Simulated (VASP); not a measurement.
# Cu12Cl in VASP: single point with PBE+D3(BJ)

Aim: the single point of Cu12Cl with PBE+D3(BJ).

Program: VASP 6.6.1. These are calculated values, not measurements. Logs are shortened: lines on timing, memory, paths and dates and some standing lists are left out, and cuts for length are marked.

## Step 1: The cell of the first run

The cell holds a slab with vacuum, 13 atoms: a = 5.039 Å, b = 5.039 Å, c = 22.115 Å, α = 90.00°, β = 90.00°, γ = 120.00°.

## Step 2: Single point, PBE+D3(BJ), collinear spin

Contents of INCAR:

```
ALGO = Normal ; DIPOL = 0.5 0.5 0.471
EDIFF = 1E-6 ; ENCUT = 520
GGA = PE ; IDIPOL = 3
ISIF = 2 ; ISMEAR = 0
ISPIN = 2 ; IVDW = 12
LASPH = T ; LCHARG = F
LDIPOL = T ; LMAXMIX = 4
LORBIT = 11 ; LREAL = F
LWAVE = F ; MAGMOM = 0 0 0 0 0 0 0 0 0 0 0 0 1
NBANDS = 86 ; NELM = 150
PREC = Accurate ; SIGMA = 0.1
```

Contents of KPOINTS:

```
k-points
0
Gamma
  4 4 1
```

Contents of POSCAR:

```
Cu12Cl
1.0
    5.0393684366      0.0000000000      0.0000000000
   -2.5196842183      4.3642210851      0.0000000000
    0.0000000000      0.0000000000     22.1146270985
Cu Cl
12 1
Direct
    0.3333333333      0.1666666667      0.3617515215
    0.3333333333      0.6666666667      0.3617515215
    0.8333333333      0.1666666667      0.3617515215
    0.8333333333      0.6666666667      0.3617515215
    0.6677836960      0.3338918480      0.4561500661
    0.6666666667      0.8333333333      0.4560807700
    0.1661081520      0.3338918480      0.4561500661
    0.1661081520      0.8322163040      0.4561500661
    0.0000000000      0.5000000000      0.5501828309
   -0.0001539954     -0.0000769977      0.5489450471
    0.5000769977      0.5001539954      0.5489450471
    0.5000769977     -0.0000769977      0.5489450471
    0.0000000000      0.5000000000      0.6483506390
```

Potentials or basis: VASP PAW PBE potentials, release 64 (Cu, Cl).

Run with:

```sh
> cat potpaw_PBE.64/Cu/POTCAR potpaw_PBE.64/Cl/POTCAR > POTCAR
> mpirun -np 1 vasp_std > vasp.out
```

OUTCAR:

```text
EDIFF = 1E-6
   ENCUT = 520
   GGA = PE
   ISIF = 2
   ISMEAR = 0
   ISPIN = 2
   IVDW = 12
   LASPH = T
   LORBIT = 11
   LREAL = F
   NELM = 150
   PREC = Accurate
 IVDW          = 12

 ion  position               nearest neighbor table
   1  0.333  0.167  0.362-   2 2.52   4 2.52   2 2.52   4 2.52   3 2.52   3 2.52   7 2.55   8 2.55
                             5 2.55
   2  0.333  0.667  0.362-   1 2.52   3 2.52   1 2.52   3 2.52   4 2.52   4 2.52   8 2.54   7 2.54
                             6 2.54
   3  0.833  0.167  0.362-   2 2.52   4 2.52   4 2.52   2 2.52   1 2.52   1 2.52   5 2.54   7 2.54
                             6 2.54
   4  0.833  0.667  0.362-   1 2.52   3 2.52   3 2.52   1 2.52   2 2.52   2 2.52   5 2.54   8 2.54
                             6 2.54
   5  0.668  0.334  0.456-   8 2.51   7 2.51  12 2.52  11 2.52   6 2.52   6 2.52   8 2.53   7 2.53
                             9 2.54   3 2.54   4 2.54   1 2.55
   6  0.667  0.833  0.456-  11 2.52  10 2.52  12 2.52   5 2.52   8 2.52   7 2.52   7 2.52   5 2.52
                             8 2.52   4 2.54   3 2.54   2 2.54
   7  0.166  0.334  0.456-   8 2.51   5 2.51  10 2.52  11 2.52   6 2.52   6 2.52   8 2.53   5 2.53
                             9 2.54   2 2.54   3 2.54   1 2.55
   8  0.166  0.832  0.456-   5 2.51   7 2.51  10 2.52  12 2.52   6 2.52   6 2.52   7 2.53   5 2.53
                             9 2.54   2 2.54   4 2.54   1 2.55
   9  0.000  0.500  0.550-  13 2.17  10 2.52  12 2.52  10 2.52  12 2.52  11 2.52  11 2.52   8 2.54
                             5 2.54   7 2.54
  10  1.000  1.000  0.549-   6 2.52   7 2.52   8 2.52  11 2.52  12 2.52   9 2.52   9 2.52  11 2.52
                            12 2.52
  11  0.500  0.500  0.549-   6 2.52   5 2.52   7 2.52  10 2.52  12 2.52   9 2.52   9 2.52  12 2.52
                            10 2.52
  12  0.500  1.000  0.549-   6 2.52   5 2.52   8 2.52  11 2.52  10 2.52   9 2.52   9 2.52  11 2.52
                            10 2.52
  13  0.000  0.500  0.648-   9 2.17

  LATTYP: Found a hexagonal cell.
 ALAT       =     5.0393684366
 C/A-ratio  =     4.3883727449

  Lattice vectors:

 A1 = (   5.0393684366,   0.0000000000,   0.0000000000)
 A2 = (  -2.5196842183,   4.3642210851,   0.0000000000)
 A3 = (   0.0000000000,   0.0000000000,  22.1146270985)

Analysis of symmetry for initial positions (statically):
=====================================================================
 Subroutine PRICEL returns:
 Original cell was already a primitive cell.

 Routine SETGRP: Setting up the symmetry group for a
[... 535 lines left out ...]
 Fermi energy:        -1.3197650382

 spin component 2

 k-point     1 :       0.0000    0.0000    0.0000
  band No.  band energies     occupation
      1     -15.8764      1.00000
      2     -10.1948      1.00000
      3      -8.2000      1.00000
      4      -6.7285      1.00000
      5      -6.2906      1.00000
      6      -6.2713      1.00000
[... 325 lines left out ...]
     80       4.3135      0.00000
     81       4.7162      0.00000
 [bands above 81 left out]

------------------------ aborting loop because EDIFF is reached ----------------------------------------

 vacuum level on the upper side and lower side of the slab       (xc-potential included)         0.555        -0.677

 Edisp (eV)   -5.06082

 E8    (eV) :    -2.2543

  FORCE on cell =-STRESS in cart. coord.  units (eV):
  Direction    XX          YY          ZZ          XY          YZ          ZX
  --------------------------------------------------------------------------------------
  -------------------------------------------------------------------------------------
  Total      -3.40396    -3.40396     0.16703     0.00000     0.00000    -0.00000
  in kB     -11.21328   -11.21328     0.55024     0.00000     0.00000    -0.00000
  external pressure =       -7.29 kB  Pullay stress =        0.00 kB

 VOLUME and BASIS-vectors are now :
 -----------------------------------------------------------------------------
  energy-cutoff  :      520.00
  volume of cell :      486.37
      direct lattice vectors                 reciprocal lattice vectors
     5.039368437  0.000000000  0.000000000     0.198437565  0.114567981  0.000000000
    -2.519684218  4.364221085  0.000000000     0.000000000  0.229135963  0.000000000
     0.000000000  0.000000000 22.114627099     0.000000000  0.000000000  0.045218940

 POSITION                                       TOTAL-FORCE (eV/Angst)
 -----------------------------------------------------------------------------------
      1.25984      0.72737      8.00000         0.000000     -0.000000      0.032726
     -0.00000      2.90948      8.00000        -0.013583     -0.007842     -0.038519
      3.77953      0.72737      8.00000         0.000000      0.015684     -0.038519
      2.51968      2.90948      8.00000         0.013583     -0.007842     -0.038519
      2.52391      1.45718     10.08759         0.005191      0.002997      0.004197
      1.25984      3.63685     10.08606         0.000000     -0.000000      0.011688
     -0.00422      1.45718     10.08759        -0.005191      0.002997      0.004197
     -1.25984      3.63198     10.08759        -0.000000     -0.005994      0.004197
     -1.25984      2.18211     12.16709         0.000000     -0.000000     -0.002852
      2.51910      4.36389     12.13972        -0.001268     -0.000732      0.021053
      1.25984      2.18278     12.13972         0.000000      0.001464      0.021053
      0.00058      4.36389     12.13972         0.001268     -0.000732      0.021053
     -1.25984      2.18211     14.33803         0.000000     -0.000000     -0.001756
 -----------------------------------------------------------------------------------
    total drift:                               -0.000000     -0.000000     -0.005336

  FREE ENERGIE OF THE ION-ELECTRON SYSTEM (eV)
  ---------------------------------------------------
  free  energy   TOTEN  =       -49.1216149468 eV

  energy  without entropy=      -49.0609897535  energy(sigma->0) =      -49.09130235

 vacuum level on the upper side and lower side of the slab         4.788         3.520

 total charge

# of ion       s       p       d       tot
------------------------------------------
    1        0.460   0.311   9.181   9.953
    2        0.465   0.314   9.175   9.953
    3        0.465   0.314   9.175   9.953
    4        0.465   0.314   9.175   9.953
    5        0.447   0.401   9.185  10.033
    6        0.449   0.391   9.194  10.034
    7        0.447   0.401   9.185  10.033
    8        0.447   0.401   9.185  10.033
    9        0.453   0.425   9.168  10.046
   10        0.451   0.303   9.205   9.959
   11        0.451   0.303   9.205   9.959
   12        0.451   0.303   9.205   9.959
   13        1.608   3.449   0.000   5.057
--------------------------------------------------
tot          7.061   7.627 110.237 124.925

 magnetization (x)

# of ion       s       p       d       tot
------------------------------------------
    1       -0.000   0.000  -0.000  -0.000
    2       -0.000   0.000  -0.000  -0.000
    3       -0.000   0.000  -0.000  -0.000
    4       -0.000   0.000  -0.000  -0.000
    5       -0.000   0.000  -0.000  -0.000
    6        0.000   0.000  -0.000  -0.000
    7       -0.000   0.000  -0.000  -0.000
    8       -0.000   0.000  -0.000  -0.000
    9       -0.000  -0.000  -0.000  -0.000
   10       -0.000  -0.000   0.000  -0.000
   11       -0.000  -0.000   0.000  -0.000
   12       -0.000  -0.000   0.000  -0.000
   13       -0.000  -0.000   0.000  -0.000
--------------------------------------------------
tot         -0.000  -0.000  -0.000  -0.000
```

stdout:

```text
POSCAR found type information on POSCAR CuCl
 POSCAR found :  2 types and      13 ions
 scaLAPACK will be used
 LDA part: xc-table for (Slater+PW92), standard interpolation
 POSCAR, INCAR and KPOINTS ok, starting setup
 FFT: planning ... GRIDC
 FFT: planning ... GRID_SOFT
 FFT: planning ... GRID
 WAVECAR not read
 entering main loop
```

Wall time 23 min (1 thread of Intel Xeon Platinum 8259CL at 2.50GHz (Skylake/Cascade Lake), shared host); peak memory 0.9 GiB.

What came out:

- Free energy: -49.1216 eV
- Largest force: 0.042 eV/Å
- Net moment: 0.00 μB per cell
- Valence electrons inside the program's atomic spheres: Cu 9.95, 10.03, 10.05, 9.96 (each value once); Cl 5.06
- Dispersion energy per atom: -0.389 eV

Forces in eV/Å, atoms in the order of the input:
```
Cu   0.000  0.000  0.033
Cu  -0.014 -0.008 -0.039
Cu   0.000  0.016 -0.039
Cu   0.014 -0.008 -0.039
Cu   0.005  0.003  0.004
Cu   0.000  0.000  0.012
Cu  -0.005  0.003  0.004
Cu   0.000 -0.006  0.004
Cu   0.000  0.000 -0.003
Cu  -0.001 -0.001  0.021
Cu   0.000  0.001  0.021
Cu   0.001 -0.001  0.021
Cl   0.000  0.000 -0.002
```

Levels at points of the mesh, in eV from the Fermi level:
Spin up:
```csv
k point,band 64,band 65,band 66,band 67,band 68,band 69,band 70,band 71,band 72,band 73
"(0.00, 0.00, 0.00)",-1.39,-1.39,-1.38,-0.88,0.00,0.13,0.13,0.97,1.18,1.30
"(0.50, 0.00, 0.00)",-1.59,-1.57,-1.53,-1.34,-1.03,0.00,0.06,0.57,0.86,1.35
```
Spin down:
```csv
k point,band 66,band 67,band 68,band 69,band 70,band 71
"(0.00, 0.00, 0.00)",-1.38,-0.88,0.00,0.13,0.13,0.97
"(0.50, 0.00, 0.00)",-1.53,-1.34,-1.03,0.00,0.06,0.57
```

With open d or f shells a metallic result of PBE can be an artefact of self-interaction; +U or a hybrid may open a gap.
